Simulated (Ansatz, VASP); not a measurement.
# Lu: VASP beside Ansatz

The input INCAR:

```
SYSTEM = Lu
PREC = Accurate
ENCUT = 520
EDIFF = 1E-6
ISMEAR = 1
SIGMA = 0.1
LREAL = .False.
LASPH = .True.
NELM = 100
ALGO = Normal
ISIF = 2
LWAVE = .False.
LCHARG = .False.
GGA = PE
NBANDS = 32
```

File KPOINTS:

```
regular mesh
0
Gamma
  10 10 5
  0 0 0
```

File POSCAR:

```
Lu
1.0
    3.4132370082      0.0000000000      0.0000000000
   -1.7066185041      2.9559499563      0.0000000000
    0.0000000000      0.0000000000      5.4085059829
Lu
2
Direct
    0.3333333333      0.6666666667      0.2500000000
    0.6666666667      0.3333333333      0.7500000000
```

Input for Ansatz:

```yaml
crystal:
  lattice:
    - [3.413237008154232, 0.0, 0.0]
    - [-1.706618504077116, 2.955949956252726, 0.0]
    - [0.0, 0.0, 5.408505982861844]
  atoms:
    - { symbol: Lu, position: [0.3333333333333333, 0.6666666666666666, 0.25] }
    - { symbol: Lu, position: [0.6666666666666666, 0.3333333333333333, 0.75] }
basis:
  ecutwfc: 500.0
kpoints:
  mp_grid:
    grid: [10, 10, 5]
hamiltonian:
  xc: pbe
  pseudopotentials:
    kind: paw
scf:
  occupations:
    method: cold
    width: 0.1
output:
  stress: true
```

Alike in both runs: task single point; functional PBE; k mesh 10 × 10 × 5; no spin polarisation.

```csv
,VASP,Ansatz
version,VASP 6.6.1,Ansatz 0.2.0
potentials or method,"VASP PAW PBE potentials, release 64 (Lu), cutoff 520 eV","plane waves, PAW"
occupations,"methfessel-paxton of order 1, width 0.1 eV","cold, width 0.1 eV"
valence electrons in the cell,50,50
```

|  | VASP | Ansatz | Ansatz less VASP |
| --- | --- | --- | --- |
| pressure (GPa) | 3.4 | 3.3 | -0.13 |
| traceless stress, the component that is largest in VASP (GPa) | -1.18 | -1.18 | +0.001 |

Neither program's run includes spin-orbit coupling.
